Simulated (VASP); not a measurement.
# Sr (I4/mmm) in VASP: further runs

Runs on Sr. Level: PBE. Tasks: single point.

Everything below comes from runs of VASP 6.6.1. Logs are shortened: lines on timing, memory, paths and dates and some standing lists are left out, and cuts for length are marked.

## (1) The cell of the first run

The structure is tetragonal, space group I4/mmm (No. 139). The conventional cell has a = 4.850 Å, b = 4.850 Å, c = 4.462 Å, α = 90.00°, β = 90.00°, γ = 90.00°. Within 5.4 Å of Sr (site symmetry 4/mmm) lie 14 Sr at 4.09 to 4.85 Å.

## (2) Single point, PBE (strain +0.000 along x and y, -0.080 along z)

Input file INCAR:

```
SYSTEM = Sr
PREC = Accurate
ENCUT = 520
EDIFF = 1E-6
ISMEAR = 0
SIGMA = 0.15
LREAL = .False.
LASPH = .True.
NELM = 100
ALGO = Normal
ISIF = 2
LWAVE = .False.
LCHARG = .False.
GGA = PE
NBANDS = 11
```

Input file KPOINTS:

```
regular mesh
0
Gamma
  14 14 14
  0 0 0
```

Input file POSCAR:

```
Sr
1.0
   -2.4250000000      2.4250000000      2.2310000000
    2.4250000000     -2.4250000000      2.2310000000
    2.4250000000      2.4250000000     -2.2310000000
Sr
1
Direct
    0.0000000000      0.0000000000      0.0000000000
```

Potentials or basis: VASP PAW PBE potentials, release 64 (Sr_sv).

Command:

```bash
cat potpaw_PBE.64/Sr_sv/POTCAR > POTCAR
mpirun -np 1 vasp_std > vasp.out
```

OUTCAR:

```text
SYSTEM = Sr
   PREC = Accurate
   ENCUT = 520
   EDIFF = 1E-6
   ISMEAR = 0
   LREAL = .False.
   LASPH = .True.
   NELM = 100
   ISIF = 2
   GGA = PE

 ion  position               nearest neighbor table
   1  0.000  0.000  0.000-

  LATTYP: Found a body centered tetragonal cell.
 ALAT       =     4.8500000000
 C/A-ratio  =     0.9200000000

  Lattice vectors:

 A1 = (  -2.4250000000,   2.4250000000,   2.2310000000)
 A2 = (   2.4250000000,  -2.4250000000,   2.2310000000)
 A3 = (   2.4250000000,   2.4250000000,  -2.2310000000)

Analysis of symmetry for initial positions (statically):
=====================================================================
 Subroutine PRICEL returns:
 Original cell was already a primitive cell.

 Routine SETGRP: Setting up the symmetry group for a
 body centered tetragonal supercell.

 Subroutine GETGRP returns: Found 16 space group operations
 (whereof 16 operations were pure point group operations)
 out of a pool of 16 trial point group operations.

The static configuration has the point symmetry D_4h.

Analysis of symmetry for dynamics (positions and initial velocities):
=====================================================================
 Subroutine PRICEL returns:
 Original cell was already a primitive cell.

 Routine SETGRP: Setting up the symmetry group for a
 body centered tetragonal supercell.

 Subroutine GETGRP returns: Found 16 space group operations
 (whereof 16 operations were pure point group operations)
 out of a pool of 16 trial point group operations.

The dynamic configuration has the point symmetry D_4h.

 Subroutine INISYM returns: Found 16 space group operations
 (whereof 16 operations are pure point group operations),
 and found     1 'primitive' translations

----------------------------------------------------------------------------------------

                                     Primitive cell

  volume of cell :      52.4787

  direct lattice vectors                    reciprocal lattice vectors
    -2.425000000  2.425000000  2.231000000     0.000000000  0.206185567  0.224114747
     2.425000000 -2.425000000  2.231000000     0.206185567  0.000000000  0.224114747
     2.425000000  2.425000000 -2.231000000     0.206185567  0.206185567  0.000000000

  length of vectors
     4.091284762  4.091284762  4.091284762     0.304532277  0.304532277  0.291590425

[... 76 lines left out ...]
   ENCUT  =  520.0 eV  38.22 Ry    6.18 a.u.   7.61  7.61  7.61*2*pi/ulx,y,z
   NELM   =    100;   NELMIN=  2; NELMDL= -5     # of ELM steps
   EDIFF  = 0.1E-05   stopping-criterion for ELM
   LREAL  =      F    real-space projection
   EDIFFG = 0.1E-04   stopping-criterion for IOM
   NSW    =      0    number of steps for IOM
   IBRION =     -1    ionic relax: 0-MD 1-quasi-New 2-CG
   NFREE  =      0    steps in history (QN), initial steepest desc. (CG)
   ISIF   =      2    stress and relaxation
   ISYM   =      2    0-nonsym 1-usesym 2-fastsym
   POTIM  = 0.5000    time-step for ionic-motion
   TEBEG  =    0.0;   TEEND  =   0.0 temperature during run
   PSTRESS=    0.0 pullay stress
   NELECT =      10.0000    total number of electrons
   NUPDOWN=      -1.0000    fix difference up-down
   EMIN   =  10.00;   EMAX   =-10.00  energy-range for DOS
   EFERMI =   0.00;   METHOD = LEGACY
   ISMEAR =     0;   SIGMA  =   0.15  broadening in eV -4-tet -1-fermi 0-gaus
   EFERMI_NEDOS =   21; number of points for ismear=-14 and -15
   IALGO  =     38    algorithm
   IMIX   =      4    mixing-type and parameters
     AMIX     =   0.40;   BMIX     =  1.00
     AMIX_MAG =   1.60;   BMIX_MAG =  1.00
  volume/ion in A,a.u.               =      52.48       354.14
  Fermi-wavevector in a.u.,A,eV,Ry     =   0.942064  1.780243 12.074965  0.887485
  Thomas-Fermi vector in A             =   2.069637
   LORBIT       =      0    0 simple, 1 ext, 2 COOP (PROOUT), +10 PAW based schemes
   GGA     = PE    functional components
   LHFCALC =     F    Hartree Fock is set to
   AEXX    =    0.0000 exact exchange contribution
   IVDW    =     0    specifies the selected vdW correction
   LEPSILON=     F    determine dielectric tensor
   LRPA    =     F    only Hartree local field effects (RPA)
 non-spin polarized calculation
 Gauss-broadening in eV      SIGMA  =   0.15
  energy-cutoff  :      520.00
  volume of cell :       52.48
 maximum number of plane-waves:      1427
   NGX = 15   NGY = 15   NGZ = 15

 number of electron      10.0000000 magnetization

 Free energy of the ion-electron system (eV)
  ---------------------------------------------------
  ext. energy  EPLUGINS =         0.00000000
  ---------------------------------------------------
  free energy    TOTEN  =        -1.63277741 eV

  energy without entropy =       -1.61905215  energy(sigma->0) =       -1.62591478

 E-fermi :   1.7345     XC(G=0):  -7.4913

 val. band max:        1.7205935469   @ k =  -0.4286   0.5000   0.3571
 cond. band min:       1.7376663461   @ k =  -0.4286  -0.4286   0.1429
 fundamental gap:      0.0170727992
 Fermi energy:         1.7345179180

 k-point     1 :       0.0000    0.0000    0.0000
  band No.  band energies     occupation
      1     -34.7794      2.00000
      2     -16.6601      2.00000
      3     -16.6540      2.00000
      4     -16.6540      2.00000
      5      -1.9638      2.00000
      6       3.8542      0.00000
      7       4.3826      0.00000
      8       4.3826      0.00000
      9       5.1591      0.00000
     10       5.9018      0.00000
     11       9.7559      0.00000
[... 309 lines left out ...]
 k-point    24 :       0.2857    0.1429    0.0000
  band No.  band energies     occupation
      1     -34.7620      2.00000
      2     -16.8496      2.00000
      3     -16.7251      2.00000
      4     -16.6805      2.00000
      5       0.2706      2.00000
      6       2.5246      0.00000
      7       2.8934      0.00000
      8       5.2340      0.00000
      9       6.1992      0.00000
     10       6.3580      0.00000
     11       8.2914      0.00000

 [... further k-points ...]
[... 5 lines left out ...]
  --------------------------------------------------------------------------------------
  -------------------------------------------------------------------------------------
  Total        0.0862735      0.0862735      0.2365434      0.0000000      0.0000000      0.0000000
  in kB        2.6339344      2.6339344      7.2216826      0.0000000      0.0000000      0.0000000
  external PRESSURE =       4.1631838 kB  Pullay stress =       0.0000000 kB

 VOLUME and BASIS-vectors are now :
 -----------------------------------------------------------------------------
  energy-cutoff  :      520.00
  volume of cell :       52.48
      direct lattice vectors                 reciprocal lattice vectors
    -2.425000000  2.425000000  2.231000000     0.000000000  0.206185567  0.224114747
     2.425000000 -2.425000000  2.231000000     0.206185567  0.000000000  0.224114747
     2.425000000  2.425000000 -2.231000000     0.206185567  0.206185567  0.000000000

 POSITION                                       TOTAL-FORCE (eV/Angst)
 -----------------------------------------------------------------------------------
      0.00000      0.00000      0.00000        -0.000000     -0.000000      0.000000
 -----------------------------------------------------------------------------------
    total drift:                               -0.000000     -0.000000      0.000000

  FREE ENERGIE OF THE ION-ELECTRON SYSTEM (eV)
  ---------------------------------------------------
  free  energy   TOTEN  =        -1.6327774081 eV

  energy  without entropy=       -1.6190521513  energy(sigma->0) =       -1.62591478
```

Wall time 59 s (1 thread of Intel Xeon Platinum 8488C (Sapphire Rapids), shared host); peak memory 0.27 GiB.

Results:

```
Free energy            : -1.6328 eV
Pressure               : 0.4 GPa
Band gap on the k mesh : zero (band 5 reaches 1.96 eV, above the bottom of band 6 at 1.61 eV)
```

Caveat: the cell differs from its parent crystal (strain +0.000 along x and y, -0.080 along z).

## (3) Single point, PBE (strain +0.000 along x and y, +0.080 along z)

Input file INCAR:

```
PREC     = Accurate       # precision mode
ENCUT    = 520            # plane-wave cutoff, eV
EDIFF    = 1E-6           # SCF threshold, eV
ISMEAR   = 0              # smearing method
SIGMA    = 0.15           # smearing width, eV
LREAL    = False          # projectors in reciprocal space
LASPH    = True           # aspherical terms in the spheres
NELM     = 100            # most SCF steps
ALGO     = Normal         # electronic algorithm
ISIF     = 2              # what is computed and relaxed
LWAVE    = False          # write WAVECAR
LCHARG   = True           # write CHGCAR
GGA      = PE             # functional
LELF     = True           # ELF
LVHAR    = True         
NBANDS   = 11             # bands
```

Input file KPOINTS:

```
Automatic mesh
0
Gamma
  14 14 14
```

Input file POSCAR:

```
Sr
1.0
   -2.4250000000      2.4250000000      2.6190000000
    2.4250000000     -2.4250000000      2.6190000000
    2.4250000000      2.4250000000     -2.6190000000
Sr
1
Direct
    0.0000000000      0.0000000000      0.0000000000
```

Potentials or basis: VASP PAW PBE potentials, release 64 (Sr_sv).

Command:

```bash
cat potpaw_PBE.64/Sr_sv/POTCAR > POTCAR
mpirun -np 1 vasp_std > vasp.out
```

It took 56 s on 1 thread of Intel Xeon Platinum 8488C (Sapphire Rapids), shared host; peak memory 0.29 GiB.

The run converged. Its results:

| Quantity | Value |
| --- | --- |
| Free energy | -1.6081 eV |
| Pressure | -1.2 GPa |
| Band gap on the k mesh | zero (band 5 reaches 1.41 eV, above the bottom of band 6 at 1.23 eV) |

Stress tensor (GPa, compression positive):
```
-1.19  0.00  0.00
 0.00 -1.19  0.00
 0.00  0.00 -1.12
```

Levels at points of the mesh, in eV from the Fermi level:
```tsv
k point	band 2	band 3	band 4	band 5	band 6	band 7	band 8	band 9
(0.00, 0.00, 0.00)	-18.76	-18.76	-18.76	-3.48	2.12	2.12	2.49	3.14
(0.50, 0.00, 0.00)	-18.89	-18.81	-18.76	-1.00	0.02	1.35	2.98	3.85
(0.50, 0.50, 0.00)	-18.89	-18.81	-18.77	-0.84	0.22	0.93	3.50	4.00
(0.50, 0.50, 0.50)	-18.87	-18.85	-18.85	-0.09	0.07	2.56	3.52	3.52
```

Caveat: the cell differs from its parent crystal (strain +0.000 along x and y, +0.080 along z).

## (4) Single point, PBE (strain -0.040 along x and y, +0.080 along z)

Input file INCAR:

```
PREC = Accurate
ENCUT = 520
EDIFF = 1E-7
ISMEAR = 0
SIGMA = 0.15
LREAL = False
LASPH = True
NELM = 100
ALGO = Normal
ISIF = 2
LWAVE = False
LCHARG = False
GGA = PE
NBANDS = 11
```

KPOINTS is that of step 3.

Input file POSCAR:

```
Sr
1.0
   -2.3280000000      2.3280000000      2.6190000000
    2.3280000000     -2.3280000000      2.6190000000
    2.3280000000      2.3280000000     -2.6190000000
Sr
1
Direct
    0.0000000000      0.0000000000      0.0000000000
```

Command:

```bash
cat potpaw_PBE.64/Sr_sv/POTCAR > POTCAR
mpirun -np 1 vasp_std > vasp.out
```

Run time: 57 s. Hardware: 1 thread of Intel Xeon Platinum 8488C (Sapphire Rapids), shared host; peak memory 0.29 GiB.

It converged, with:

```
Free energy            : -1.6338 eV
Pressure               : -0.5 GPa
Band gap on the k mesh : zero (band 5 reaches 1.67 eV, above the bottom of band 6 at 1.47 eV)
```

Stress tensor (GPa, compression positive):
```
-0.48  0.00  0.00
 0.00 -0.48  0.00
 0.00  0.00 -0.40
```

Levels at points of the mesh, in eV from the Fermi level:
```csv
k point,band 3,band 4,band 5,band 6,band 7,band 8
"(0.00, 0.00, 0.00)",-18.58,-18.57,-3.60,2.18,2.18,2.78
"(0.50, 0.00, 0.00)",-18.63,-18.58,-1.05,0.09,1.48,3.01
"(0.50, 0.50, 0.00)",-18.64,-18.60,-0.84,0.42,0.79,3.94
"(0.50, 0.50, 0.50)",-18.69,-18.69,-0.24,0.03,2.51,4.03
```

Caveat: the cell differs from its parent crystal (strain -0.040 along x and y, +0.080 along z).

## (5) The runs side by side

```tsv
cell	gap on the mesh (eV)	pressure (GPa)
a = 4.091 Å, angles 107.3, 107.3, 113.9°, 1 atom	none	0.4
a = 4.315 Å, angles 111.6, 111.6, 105.3°, 1 atom	none	-1.2
a = 4.207 Å, angles 112.8, 112.8, 103.0°, 1 atom	none	-0.5
```

Alike in all rows: task single point; level PBE; potentials or basis VASP PAW PBE potentials, release 64 (Sr_sv); no spin polarisation; k mesh 14 × 14 × 14; cutoff (eV) 520; smearing gaussian 0.15 eV.

Total energies depend on the potentials used, so only differences within one code and one set of settings carry meaning.
